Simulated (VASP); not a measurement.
Set up this calculation in VASP 6.6.1, as the native input.

| Property | Result |
| --- | --- |
| Task | single point |
| Functional | PBEsol |
| Potentials or basis | VASP PAW PBE potentials, release 64 (Al, Ga_d, N) |
| Cutoff | 520 eV |
| k mesh | 6 × 8 × 4 |
| Occupations | gaussian, width 0.02 eV |
| Spin | no spin polarisation |
| Dipole correction | no |
| Further INCAR settings | ALGO = Normal; EDIFF = 1e-06; NBANDS = 31 |

The structure of Al3GaN4 lies in POSCAR:

```
Al3GaN4
1.0
    5.0434079696      0.0000000000      0.0000000000
    0.0000000000      3.1300738974      0.0000000000
   -0.0031127205      0.0000000000      5.4179920212
Al Ga N
3 1 4
Direct
    0.5002300429      0.5000000000      0.1673295651
    0.0009207023      0.5000000000      0.8348055940
    0.0010880656      0.0000000000      0.3316926345
    0.4994217140      0.0000000000      0.6662009014
    0.1111724728      0.0000000000      0.6663292515
    0.1224543247      0.5000000000      0.1671578647
    0.6251234802      0.5000000000      0.8401923542
    0.6231881976      0.0000000000      0.3262928346
```

These files were run (other wordings do the same):

INCAR

```
PREC     = Accurate       # precision mode
ENCUT    = 520            # plane-wave cutoff, eV
EDIFF    = 1E-6           # SCF threshold, eV
ISMEAR   = 0              # smearing method
SIGMA    = 0.02           # smearing width, eV
LREAL    = F              # projectors in reciprocal space
LASPH    = T              # aspherical terms in the spheres
NELM     = 60             # most SCF steps
ALGO     = Normal         # electronic algorithm
ISIF     = 2              # what is computed and relaxed
LWAVE    = F              # write WAVECAR
LCHARG   = T              # write CHGCAR
GGA      = PS             # functional
LELF     = T              # ELF
LVHAR    = T            
NBANDS   = 31             # bands
```

KPOINTS

```
Automatic mesh
0
Gamma
  6 8 4
```

Potentials or basis: VASP PAW PBE potentials, release 64 (Al, Ga_d, N).

Launch:

```sh
$ cat potpaw_PBE.64/Al/POTCAR potpaw_PBE.64/Ga_d/POTCAR potpaw_PBE.64/N/POTCAR > POTCAR
$ mpirun -np 1 vasp_std > vasp.out
```

It gave:

```
Pressure               : -0.1 GPa
Largest force          : 0.015 eV/Å
Band gap on the k mesh : 3.50 eV
```

Caveat: the PAW data sets were made with another functional, which shifts forces and pressure a little.

Wall time 98 s on 1 thread of Intel(R) Xeon(R) Platinum 8559C (Emerald Rapids) (shared host), peak memory 0.29 GiB.
